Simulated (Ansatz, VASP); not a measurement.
**C in VASP and in Ansatz**

INCAR

```
PREC = Accurate
ENCUT = 520
EDIFF = 1E-6
ISMEAR = 0
SIGMA = 0.15
LREAL = F
LASPH = T
NELM = 80
ALGO = Normal
ISIF = 2
LWAVE = F
LCHARG = F
GGA = PE
NBANDS = 16
```

Contents of KPOINTS:

```
Automatic mesh
0
Gamma
  18 18 6
```

File POSCAR:

```
C
1.0
    1.2332770792     -2.1360444277      0.0000000000
    1.2332770792      2.1360444277      0.0000000000
    0.0000000000      0.0000000000      8.7070252276
C
4
Direct
    0.1632937665      0.8367062335      0.7306889832
    0.5033719991      0.4966280009      0.2693105913
    0.8367062335      0.1632937665      0.2693110168
    0.4966280009      0.5033719991      0.7306894087
```

Input for Ansatz:

```yaml
crystal:
  lattice:
    - [1.2332770792, -2.1360444277, 0.0]
    - [1.2332770792, 2.1360444277, 0.0]
    - [0.0, 0.0, 8.7070252276]
  atoms:
    - { symbol: C, position: [0.1632937665, 0.8367062335, 0.7306889832] }
    - { symbol: C, position: [0.5033719991, 0.4966280009, 0.2693105913] }
    - { symbol: C, position: [0.8367062335, 0.1632937665, 0.2693110168] }
    - { symbol: C, position: [0.4966280009, 0.5033719991, 0.7306894087] }
basis:
  ecutwfc: 520.0
kpoints:
  mp_grid: { grid: [18, 18, 6] }
hamiltonian:
  xc: pbe
  pseudopotentials: { kind: paw, azcp: { folder: soft_1 } }
scf:
  occupations: { method: gaussian, width: 0.15 }
output:
  forces: true
  stress: true
  eigenvalues: true
  write_density: true
  write_potential: true
  elf: true
  volumetric_format: npy
```

Change from the starting cell: mode 1 frozen in at -0.342 Å and mode 6 at -0.171 Å (largest displacements).

Alike in both runs: task single point; functional PBE; k mesh 18 × 18 × 6; occupations gaussian, width 0.15 eV; no spin polarisation.

|  | VASP | Ansatz |
| --- | --- | --- |
| version | VASP 6.6.1 | Ansatz 0.2.0 |
| potentials or method | VASP PAW PBE potentials, release 64 (C), cutoff 520 eV | scalar-relativistic, plane waves, PAW |
| valence electrons in the cell | 16 | 16 |

```csv
,VASP,Ansatz,Ansatz less VASP
gap on the k mesh at the Fermi level (eV),none,none,-
least direct gap on the mesh (eV),0.00,0.00,0.000
pressure (GPa),0.4,0.0,-0.34
"traceless stress, the component that is largest in VASP (GPa)",-0.35,0.06,+0.416
```

A gap of «none» marks a metal or a gap that the smearing closes. The functional is the same, so the differences come from potentials, cutoffs and numerics.

A gap of «none» marks a metal or a gap under the smearing width.
